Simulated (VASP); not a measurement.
# MnO2: single point with PBEsol

Crystal: MnO2.

```xyz
6
Lattice="2.8399 0.0000 0.0000 -1.4199 2.4594 0.0000 0.0000 0.0000 11.1426" Properties=species:S:1:pos:R:3 pbc="T T T"
Mn    0.0000    0.0000    5.5713
Mn    0.0000    0.0000    0.0000
O     1.4199    0.8198    4.6212
O     1.4199    0.8198    0.9500
O     0.0000    1.6396    6.5213
O     0.0000    1.6396   10.1925
```

- Program: VASP 6.6.1
- Task: single point
- Functional: PBEsol
- Potentials or basis: VASP PAW PBE potentials, release 64 (Mn_sv, O)
- Cutoff: 700 eV
- k mesh: 11 × 11 × 3
- Occupations: fermi-dirac, width 0.05 eV
- Spin: collinear spin, ferromagnetic start
- Starting moments: [4.0, 4.0, 0.0, 0.0, 0.0, 0.0] μB

```json
{
 "Pressure": "-0.3 GPa",
 "Largest force": "0.013 eV/Å",
 "Band gap on the k mesh": "0.80 eV (least direct gap 0.84 eV)",
 "Net moment": "6.00 μB per cell",
 "Site moments": "Mn +2.71; O +0.05 μB",
 "Valence electrons inside the program's atomic spheres": "Mn 12.80; O 4.98"
}
```

Forces on the atoms (eV/Å):
```
Mn   0.000  0.000  0.000
Mn   0.000  0.000  0.000
O    0.000  0.000  0.013
O    0.000  0.000 -0.013
O    0.000  0.000 -0.013
O    0.000  0.000  0.013
```

Stress tensor (GPa, compression positive):
```
-0.28  0.00  0.00
 0.00 -0.28  0.00
 0.00  0.00 -0.47
```

Levels at points of the mesh, in eV from the valence-band top:
Spin up:
```tsv
k point	band 27	band 28	band 29	band 30	band 31	band 32	band 33	band 34
(0.00, 0.00, 0.00)	-1.44	-1.44	-0.17	-0.04	3.00	3.00	3.00	3.00
```
Spin down:
```csv
k point,band 22,band 23,band 24,band 25,band 26,band 27
"(0.00, 0.00, 0.00)",-1.35,-1.34,-1.34,0.80,0.80,0.80
```

Run time: 5.3 min on 1 thread of Intel(R) Xeon(R) 6975P-C (Granite Rapids), with other jobs on the host, peak memory 0.42 GiB.

Caveat: the PAW data sets were made with another functional, which shifts forces and pressure a little; the run started ferromagnetic, and an antiferromagnetic order may lie lower in energy. A k mesh can miss the band edges.
